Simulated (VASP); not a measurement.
# ScSi2: electric field gradients with PBE

Crystal: ScSi2.

```
Sc Si
1.0
     3.66000    0.00000    0.00000
    -1.83000    3.16965    0.00000
     0.00000    0.00000    3.87000
Sc Si
1 2
Direct
  0.00000 0.00000 0.00000
  0.23333 0.61667 0.50000
  0.76667 0.38333 0.50000
```

This cell differs from its parent crystal: shortest bond scaled by 0.7.

```json
{
  "Program": "VASP 6.6.1",
  "Task": "electric field gradients",
  "Functional": "PBE",
  "Potentials or basis": "VASP PAW PBE potentials, release 64 (Sc_sv, Si)",
  "Cutoff": "520 eV",
  "k mesh": "10 × 10 × 8",
  "Occupations": "fermi-dirac, width 0.05 eV",
  "Spin": "no spin polarisation",
  "Dipole correction": "no",
  "Further INCAR settings": "ALGO = Normal; EDIFF = 1e-08; NBANDS = 16"
}
```

```yaml
Pressure: 82.1 GPa
Largest_force: 45.540 eV/Å
```

Forces in eV/Å, atoms in the order of the input:
```
Sc    0.000   0.000   0.000
Si   39.439  22.770   0.000
Si  -39.439 -22.770   0.000
```

Stress tensor (GPa, compression positive):
```
181.41 100.60   0.00
100.60  65.25   0.00
  0.00   0.00  -0.48
```

Levels at points of the mesh, in eV from the Fermi level:
```
           k point  band 7  band 8  band 9  band 10  band 11  band 12  band 13  band 14
(0.00, 0.00, 0.00)   -3.87   -2.11   -1.65    -1.45     0.90     0.96     1.91     2.40
(0.50, 0.00, 0.00)   -4.01   -2.28   -2.24    -1.92     0.34     1.92     2.41     3.31
(0.00, 0.50, 0.00)   -4.37   -3.67   -3.51     1.00     1.93     2.08     2.50     2.58
(0.00, 0.00, 0.50)   -3.09   -3.00   -0.11     0.22     0.25     0.62     1.60     2.14
(0.50, 0.00, 0.50)   -5.52   -4.84   -3.07     0.78     1.81     2.57     3.22     3.30
(0.00, 0.50, 0.50)   -5.15   -4.05   -2.97    -1.61     1.63     2.60     2.71     3.21
```

Electric field gradients, principal values (V/Å²):
```
atom   least  middle  greatest (by size)
1 Sc  -1.681  -3.742               5.424
2 Si  28.926  30.669             -59.595
3 Si  28.926  30.669             -59.595
```

It took 49 s on 1 thread of Intel(R) Xeon(R) 6975P-C (Granite Rapids), with other jobs on the host, peak memory 0.24 GiB.

Caveat: the cell differs from its parent crystal (shortest bond scaled by 0.7); without QUAD_EFG the Cq values of the log hold for a quadrupole moment of 1 mb, not for the nuclei; forces of over 1 eV/Å act on the atoms, so gaps and moduli don't describe the material at rest.
